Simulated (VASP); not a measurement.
# Rh (P6_3/mmc) in VASP: further runs

Rh is run at these levels: LDA; tasks: single point.

All numbers are computed with VASP 6.6.1; they aren't measurements. Logs are shortened: lines on timing, memory, paths and dates and some standing lists are left out, and cuts for length are marked.

**1. The cell of the first run**

Symmetry: P6_3/mmc, No. 194, hexagonal system. The conventional cell has a = 2.675 Å, b = 2.675 Å, c = 4.338 Å, α = 90.00°, β = 90.00°, γ = 120.00°. Rh (site symmetry -6m2) has 12 Rh at 2.66 to 2.68 Å within 3.5 Å.

**2. Single point, LDA**

The input, INCAR:

```
  PREC = Accurate
  ENCUT = 520
  EDIFF = 1E-6
  ISMEAR = -1
  SIGMA = 0.1
  LREAL = False
  LASPH = True
  NELM = 100
  ALGO = Normal
  ISIF = 2
  LWAVE = False
  LCHARG = False
  GGA = CA
  NBANDS = 22
```

The input, KPOINTS:

```
regular mesh
0
Gamma
  12 12 7
```

The input, POSCAR:

```
Rh
1.0
    2.6752290916      0.0000000000      0.0000000000
   -1.3376150356      2.3168161670      0.0000000000
    0.0000000000      0.0000000000      4.3380863070
Rh
2
Direct
    0.6666666667      0.3333333333      0.7500000000
    0.3333333333      0.6666666667      0.2500000000
```

Potentials or basis: VASP PAW LDA potentials, release 64 (Rh_pv).

Started as:

```sh
$ cat potpaw_LDA.64/Rh_pv/POTCAR > POTCAR
$ mpirun -np 1 vasp_std > vasp.out
```

OUTCAR:

```text
PREC = Accurate
   ENCUT = 520
   EDIFF = 1E-6
   ISMEAR = -1
   LREAL = False
   LASPH = True
   NELM = 100
   ISIF = 2
   GGA = CA

 ion  position               nearest neighbor table
   1  0.667  0.333  0.750-   2 2.66   2 2.66   2 2.66   2 2.66   2 2.66   2 2.66
   2  0.333  0.667  0.250-   1 2.66   1 2.66   1 2.66   1 2.66   1 2.66   1 2.66

  LATTYP: Found a hexagonal cell.
 ALAT       =     2.6752290916
 C/A-ratio  =     1.6215756328

  Lattice vectors:

 A1 = (   2.6752290916,   0.0000000000,   0.0000000000)
 A2 = (  -1.3376150356,   2.3168161670,   0.0000000000)
 A3 = (   0.0000000000,   0.0000000000,   4.3380863070)

Analysis of symmetry for initial positions (statically):
=====================================================================
 Subroutine PRICEL returns:
 Original cell was already a primitive cell.

 Routine SETGRP: Setting up the symmetry group for a
 hexagonal supercell.

 Subroutine GETGRP returns: Found 24 space group operations
 (whereof 12 operations were pure point group operations)
 out of a pool of 24 trial point group operations.

The static configuration has the point symmetry D_3d.
 The point group associated with its full space group is D_6h.

Analysis of symmetry for dynamics (positions and initial velocities):
=====================================================================
 Subroutine PRICEL returns:
 Original cell was already a primitive cell.

 Routine SETGRP: Setting up the symmetry group for a
 hexagonal supercell.

 Subroutine GETGRP returns: Found 24 space group operations
 (whereof 12 operations were pure point group operations)
 out of a pool of 24 trial point group operations.

The dynamic configuration has the point symmetry D_3d.
 The point group associated with its full space group is D_6h.

 Subroutine INISYM returns: Found 24 space group operations
 (whereof 12 operations are pure point group operations),
 and found     1 'primitive' translations

----------------------------------------------------------------------------------------

                                     Primitive cell

  volume of cell :      26.8875

  direct lattice vectors                    reciprocal lattice vectors
     2.675229092  0.000000000  0.000000000     0.373799763  0.215813490  0.000000000
    -1.337615036  2.316816167  0.000000000     0.000000000  0.431626822  0.000000000
     0.000000000  0.000000000  4.338086307     0.000000000  0.000000000  0.230516391

  length of vectors
     2.675229092  2.675229174  4.338086307     0.431626836  0.431626822  0.230516391

  position of ions in fractional coordinates (direct lattice)
     0.666666667  0.333333333  0.750000000
     0.333333333  0.666666667  0.250000000

  ion indices of the primitive-cell ions
   primitive index   ion index
                 1           1
                 2           2

----------------------------------------------------------------------------------------

 KPOINTS: regular mesh

Automatic generation of k-mesh.
 Grid dimensions read from file:
 generate k-points for:   12   12    7

 Generating k-lattice:

  Cartesian coordinates                     Fractional coordinates (reciprocal lattice)
     0.031149980  0.017984458  0.000000000     0.083333333  0.000000000  0.000000000
     0.000000000  0.035968902  0.000000000     0.000000000  0.083333333  0.000000000
     0.000000000  0.000000000  0.032930913     0.000000000  0.000000000  0.142857143

  Length of vectors
     0.035968903  0.035968902  0.032930913

  Shift w.r.t. Gamma in fractional coordinates (k-lattice)
     0.000000000  0.000000000  0.000000000

 Subroutine IBZKPT returns following result:
 ===========================================

 Found     76 irreducible k-points:

 Following reciprocal coordinates:
            Coordinates               Weight
  0.000000  0.000000  0.000000      1.000000
  0.083333 -0.000000  0.000000      6.000000
  0.166667  0.000000  0.000000      6.000000
  0.250000  0.000000  0.000000      6.000000
  0.333333  0.000000  0.000000      6.000000
  0.416667  0.000000  0.000000      6.000000
[... 16 lines left out ...]
  0.250000  0.000000  0.142857     12.000000
  0.333333  0.000000  0.142857     12.000000
 [... further k-points ...]
   k-points           NKPTS =     76   k-points in BZ     NKDIM =     76   number of bands    NBANDS=     22
   number of dos      NEDOS =    301   number of ions     NIONS =      2
   total plane-waves  NPLWV =  12800
   dimension x,y,z NGX =    20 NGY =   20 NGZ =   32
   dimension x,y,z NGXF=    40 NGYF=   40 NGZF=   64
   ions per type =               2
   NGX,Y,Z   is equivalent  to a cutoff of  12.43, 12.43, 12.26 a.u.
   NGXF,Y,Z  is equivalent  to a cutoff of  24.86, 24.86, 24.53 a.u.
 SYSTEM =  unknown system
   PREC   = accura    normal or accurate (medium, high low for compatibility)
   ISTART =      0    job   : 0-new  1-cont  2-samecut
   ICHARG =      2    charge: 1-file 2-atom 10-const
   ISPIN  =      1    spin polarized calculation?
   LNONCOLLINEAR =      F non collinear calculations
   LSORBIT =      F    spin-orbit coupling
   LASPH  =      T    aspherical Exc in radial PAW
   ENCUT  =  520.0 eV  38.22 Ry    6.18 a.u.   4.97  4.97  8.07*2*pi/ulx,y,z
   NELM   =    100;   NELMIN=  2; NELMDL= -5     # of ELM steps
   EDIFF  = 0.1E-05   stopping-criterion for ELM
   LREAL  =      F    real-space projection
   EDIFFG = 0.1E-04   stopping-criterion for IOM
   NSW    =      0    number of steps for IOM
   IBRION =     -1    ionic relax: 0-MD 1-quasi-New 2-CG
   NFREE  =      0    steps in history (QN), initial steepest desc. (CG)
   ISIF   =      2    stress and relaxation
   ISYM   =      2    0-nonsym 1-usesym 2-fastsym
   POTIM  = 0.5000    time-step for ionic-motion
   TEBEG  =    0.0;   TEEND  =   0.0 temperature during run
   PSTRESS=    0.0 pullay stress
   NELECT =      30.0000    total number of electrons
   NUPDOWN=      -1.0000    fix difference up-down
   EMIN   =  10.00;   EMAX   =-10.00  energy-range for DOS
   EFERMI =   0.00;   METHOD = LEGACY
   ISMEAR =    -1;   SIGMA  =   0.10  broadening in eV -4-tet -1-fermi 0-gaus
   EFERMI_NEDOS =   21; number of points for ismear=-14 and -15
   IALGO  =     38    algorithm
   IMIX   =      4    mixing-type and parameters
     AMIX     =   0.40;   BMIX     =  1.00
     AMIX_MAG =   1.60;   BMIX_MAG =  1.00
  volume/ion in A,a.u.               =      13.44        90.72
  Fermi-wavevector in a.u.,A,eV,Ry     =   1.697976  3.208710 39.227285  2.883124
  Thomas-Fermi vector in A             =   2.778560
   LORBIT       =      0    0 simple, 1 ext, 2 COOP (PROOUT), +10 PAW based schemes
   GGA     = CA    functional components
   LHFCALC =     F    Hartree Fock is set to
   AEXX    =    0.0000 exact exchange contribution
   IVDW    =     0    specifies the selected vdW correction
   LEPSILON=     F    determine dielectric tensor
   LRPA    =     F    only Hartree local field effects (RPA)
 non-spin polarized calculation
  energy-cutoff  :      520.00
  volume of cell :       26.89
 maximum number of plane-waves:       744
 NGX is ok and might be reduce to    20
   NGX =  9   NGY =  9   NGZ = 17

 number of electron      30.0000000 magnetization

 Free energy of the ion-electron system (eV)
  ---------------------------------------------------
  ext. energy  EPLUGINS =         0.00000000
  ---------------------------------------------------
  free energy    TOTEN  =       -17.33459305 eV

  energy without entropy =      -17.23276669  energy(sigma->0) =      -17.28367987

 E-fermi :  12.2253     XC(G=0): -14.4932

 val. band max:       12.2147514701   @ k =   0.1667   0.0833   0.4286
 cond. band min:      12.2260003153   @ k =   0.1667   0.1667   0.4286
 fundamental gap:      0.0112488452
 Fermi energy:        12.2253330153

 k-point     1 :       0.0000    0.0000    0.0000
  band No.  band energies     occupation
      1     -34.8792      2.00000
      2     -34.1624      2.00000
      3     -34.1624      2.00000
      4     -34.0589      2.00000
      5     -34.0469      2.00000
      6     -34.0469      2.00000
[... 14 lines left out ...]
     21      30.2692      0.00000
     22      30.9790      0.00000

 k-point     2 :       0.0833   -0.0000    0.0000
  band No.  band energies     occupation
      1     -34.8615      2.00000
      2     -34.2030      2.00000
      3     -34.1755      2.00000
      4     -34.0889      2.00000
      5     -34.0661      2.00000
      6     -34.0533      2.00000
[... 14 lines left out ...]
     21      30.5597      0.00000
     22      31.2038      0.00000

 k-point     3 :       0.1667    0.0000    0.0000
  band No.  band energies     occupation
      1     -34.8109      2.00000
      2     -34.3140      2.00000
      3     -34.2104      2.00000
      4     -34.2021      2.00000
      5     -34.0880      2.00000
      6     -34.0716      2.00000
[... 14 lines left out ...]
     21      31.0135      0.00000
     22      31.0551      0.00000

 k-point     4 :       0.2500    0.0000    0.0000
  band No.  band energies     occupation
      1     -34.7347      2.00000
      2     -34.4658      2.00000
      3     -34.3523      2.00000
      4     -34.2563      2.00000
      5     -34.1247      2.00000
      6     -34.0980      2.00000
[... 14 lines left out ...]
     21      29.3787      0.00000
     22      29.6063      0.00000

 k-point     5 :       0.3333    0.0000    0.0000
  band No.  band energies     occupation
      1     -34.6453      2.00000
      2     -34.6174      2.00000
      3     -34.4980      2.00000
      4     -34.3009      2.00000
      5     -34.1747      2.00000
      6     -34.1254      2.00000
[... 417 lines left out ...]
 k-point    22 :       0.1667    0.0000    0.1429
  band No.  band energies     occupation
      1     -34.7813      2.00000
      2     -34.3041      2.00000
      3     -34.2310      2.00000
      4     -34.2035      2.00000
      5     -34.1005      2.00000
      6     -34.0786      2.00000
[... 14 lines left out ...]
     21      30.4468      0.00000
     22      30.8479      0.00000

 k-point    23 :       0.2500    0.0000    0.1429
  band No.  band energies     occupation
      1     -34.7231      2.00000
      2     -34.4457      2.00000
      3     -34.3764      2.00000
      4     -34.2486      2.00000
      5     -34.1332      2.00000
      6     -34.1059      2.00000
[... 14 lines left out ...]
     21      29.4718      0.00000
     22      29.6823      0.00000

 k-point    24 :       0.3333    0.0000    0.1429
  band No.  band energies     occupation
      1     -34.6989      2.00000
      2     -34.5544      2.00000
      3     -34.5059      2.00000
      4     -34.2923      2.00000
      5     -34.1759      2.00000
      6     -34.1342      2.00000
[... 14 lines left out ...]
     21      27.7934      0.00000
     22      27.9834      0.00000

 [... further k-points ...]

------------------------ aborting loop because EDIFF is reached ----------------------------------------

  FORCE on cell =-STRESS in cart. coord.  units (eV):
  Direction    XX          YY          ZZ          XY          YZ          ZX
  --------------------------------------------------------------------------------------
  -------------------------------------------------------------------------------------
  Total       -0.3836416     -0.3836416     -0.5807661      0.0000001      0.0000000      0.0000000
  in kB      -22.8604909    -22.8604872    -34.6067741      0.0000048      0.0000000      0.0000000
  external PRESSURE =     -26.7759174 kB  Pullay stress =       0.0000000 kB

 VOLUME and BASIS-vectors are now :
 -----------------------------------------------------------------------------
  energy-cutoff  :      520.00
  volume of cell :       26.89
      direct lattice vectors                 reciprocal lattice vectors
     2.675229092  0.000000000  0.000000000     0.373799763  0.215813490  0.000000000
    -1.337615036  2.316816167  0.000000000     0.000000000  0.431626822  0.000000000
     0.000000000  0.000000000  4.338086307     0.000000000  0.000000000  0.230516391

 POSITION                                       TOTAL-FORCE (eV/Angst)
 -----------------------------------------------------------------------------------
      1.33761      0.77227      3.25356         0.000000     -0.000000      0.000000
     -0.00000      1.54454      1.08452        -0.000000      0.000000      0.000000
 -----------------------------------------------------------------------------------
    total drift:                               -0.000000      0.000000     -0.000000

  FREE ENERGIE OF THE ION-ELECTRON SYSTEM (eV)
  ---------------------------------------------------
  free  energy   TOTEN  =       -17.3345930455 eV

  energy  without entropy=      -17.2327666932  energy(sigma->0) =      -17.28367987
```

It took 46 s on 1 thread of AMD EPYC 7R13, shared host; peak memory 0.12 GiB.

Results:

- Free energy: -17.3346 eV
- Pressure: -2.7 GPa
- Band gap on the k mesh: zero (band 15 reaches 12.89 eV, above the bottom of band 16 at 10.37 eV)

**3. Single point, LDA**

This run uses another cell than the first one, of 13.73 Å³/atom, 1.021 times its volume.

The input, INCAR:

```
SYSTEM = Rh
  PREC = Accurate
  ENCUT = 520
  EDIFF = 1E-6
  ISMEAR = -1
  SIGMA = 0.1
  LREAL = .FALSE.
  LASPH = .TRUE.
  NELM = 100
  ALGO = Normal
  ISIF = 2
  LWAVE = .FALSE.
  LCHARG = .FALSE.
  NBANDS = 22
```

The input, KPOINTS:

```
regular mesh
0
G
  12 12 7
  0 0 0
```

The input, POSCAR:

```
Rh
1.0
    2.6940693538      0.0000000000      0.0000000000
   -1.3470351702      2.3331323113      0.0000000000
    0.0000000000      0.0000000000      4.3686372171
Rh
2
Direct
    0.6666666667      0.3333333333      0.7500000000
    0.3333333333      0.6666666667      0.2500000000
```

Potentials or basis: VASP PAW LDA potentials, release 64 (Rh_pv).

Started as:

```sh
$ cat potpaw_LDA.64/Rh_pv/POTCAR > POTCAR
$ mpirun -np 1 vasp_std > vasp.out
```

It took 52 s on 1 thread of AMD EPYC 7R13, shared host; peak memory 0.12 GiB.

It converged, with:

```yaml
Free_energy: -17.3147 eV
Pressure: -8.6 GPa
Band_gap_on_the_k_mesh: zero (band 15 reaches 12.47 eV, above the bottom of band 16 at 10.03 eV)
```

Stress tensor (GPa, compression positive):
```
-8.17  0.00  0.00
 0.00 -8.17  0.00
 0.00  0.00 -9.47
```

Levels at points of the mesh, in eV from the Fermi level:
| k point | band 12 | band 13 | band 14 | band 15 | band 16 | band 17 | band 18 | band 19 |
| --- | --- | --- | --- | --- | --- | --- | --- | --- |
| (0.00, 0.00, 0.00) | -2.54 | -2.54 | -1.91 | -1.91 | 0.15 | 0.15 | 0.66 | 8.55 |
| (0.50, 0.00, 0.00) | -2.27 | -2.18 | 0.46 | 0.64 | 0.76 | 3.04 | 5.13 | 10.27 |

**4. Single point, LDA**

This run uses another cell than the first one, of 14.02 Å³/atom, 1.043 times its volume.

The input, INCAR:

```
SYSTEM = Rh
ALGO = Normal ; EDIFF = 1E-6
ENCUT = 520 ; GGA = CA
ISIF = 2 ; ISMEAR = -1
LASPH = .True. ; LCHARG = .False.
LREAL = .False. ; LWAVE = .False.
NBANDS = 22 ; NELM = 100
PREC = Accurate ; SIGMA = 0.1
```

The input, KPOINTS:

```
k-points
0
Gamma
  12 12 7
  0 0 0
```

The input, POSCAR:

```
Rh
1.0
    2.7126497296      0.0000000000      0.0000000000
   -1.3563253614      2.3492233875      0.0000000000
    0.0000000000      0.0000000000      4.3987667018
Rh
2
Direct
    0.6666666667      0.3333333333      0.7500000000
    0.3333333333      0.6666666667      0.2500000000
```

Started as:

```sh
$ cat potpaw_LDA.64/Rh_pv/POTCAR > POTCAR
$ mpirun -np 1 vasp_std > vasp.out
```

Wall time 67 s (1 thread of AMD EPYC 7R13, shared host); peak memory 0.12 GiB.

It converged, with:

- Free energy: -17.2750 eV
- Pressure: -13.8 GPa
- Band gap on the k mesh: zero (band 15 reaches 12.06 eV, above the bottom of band 16 at 9.71 eV)

Stress tensor (GPa, compression positive):
```
-13.32   0.00   0.00
  0.00 -13.32   0.00
  0.00   0.00 -14.73
```

Levels at points of the mesh, in eV from the Fermi level:
```
           k point  band 11  band 12  band 13  band 14  band 15  band 16  band 17  band 18  band 19  band 20
(0.00, 0.00, 0.00)    -2.96    -2.45    -2.45    -1.84    -1.84     0.15     0.15     0.69     8.35    15.88
(0.50, 0.00, 0.00)    -2.66    -2.20    -2.11     0.44     0.62     0.74     2.98     5.03    10.11    10.60
```

**5. Single point, LDA**

This run uses another cell than the first one, of 14.59 Å³/atom, 1.085 times its volume.

The input, INCAR:

```
SYSTEM = Rh
ALGO = Normal
EDIFF = 1E-7
ENCUT = 520
GGA = CA
ISIF = 2
ISMEAR = -1
LASPH = .True.
LCHARG = .True.
LELF = .True.
LREAL = .False.
LVHAR = .True.
LWAVE = .False.
NBANDS = 22
NELM = 60
PREC = Accurate
SIGMA = 0.1
```

KPOINTS is that of step 4.

The input, POSCAR:

```
Rh
1.0
    2.7490654807      0.0000000000      0.0000000000
   -1.3745332437      2.3807603505      0.0000000000
    0.0000000000      0.0000000000      4.4578175964
Rh
2
Direct
    0.6666666667      0.3333333333      0.7500000000
    0.3333333333      0.6666666667      0.2500000000
```

Started as:

```sh
$ cat potpaw_LDA.64/Rh_pv/POTCAR > POTCAR
$ mpirun -np 1 vasp_std > vasp.out
```

Wall time 71 s (1 thread of AMD EPYC 7R13, shared host); peak memory 0.12 GiB.

Results (log left out):

| Item | Value |
| --- | --- |
| Free energy | -17.1458 eV |
| Pressure | -22.3 GPa |
| Band gap on the k mesh | zero (band 15 reaches 11.30 eV, above the bottom of band 16 at 9.10 eV) |

Stress tensor (GPa, compression positive):
```
-21.76   0.00   0.00
  0.00 -21.76   0.00
  0.00   0.00 -23.33
```

Levels at points of the mesh, in eV from the Fermi level:
```tsv
k point	band 11	band 12	band 13	band 14	band 15	band 16	band 17	band 18	band 19	band 20
(0.00, 0.00, 0.00)	-2.77	-2.30	-2.30	-1.73	-1.73	0.14	0.14	0.74	7.97	15.87
(0.50, 0.00, 0.00)	-2.49	-2.07	-1.98	0.41	0.58	0.69	2.86	4.83	9.82	10.30
```

**6. Summary**

| cell | gap on the mesh (eV) | pressure (GPa) |
| --- | --- | --- |
| a = 2.675, b = 2.675, c = 4.338 Å, angles 90.0, 90.0, 120.0°, 2 atoms | none | -2.7 |
| a = 2.694, b = 2.694, c = 4.369 Å, angles 90.0, 90.0, 120.0°, 2 atoms | none | -8.6 |
| a = 2.713, b = 2.713, c = 4.399 Å, angles 90.0, 90.0, 120.0°, 2 atoms | none | -13.8 |
| a = 2.749, b = 2.749, c = 4.458 Å, angles 90.0, 90.0, 120.0°, 2 atoms | none | -22.3 |

Alike in all rows: task single point; level LDA; potentials or basis VASP PAW LDA potentials, release 64 (Rh_pv); no spin polarisation; k mesh 12 × 12 × 7; cutoff (eV) 520; smearing fermi-dirac 0.1 eV.

Absolute energies hang on the potentials; compare differences alone.
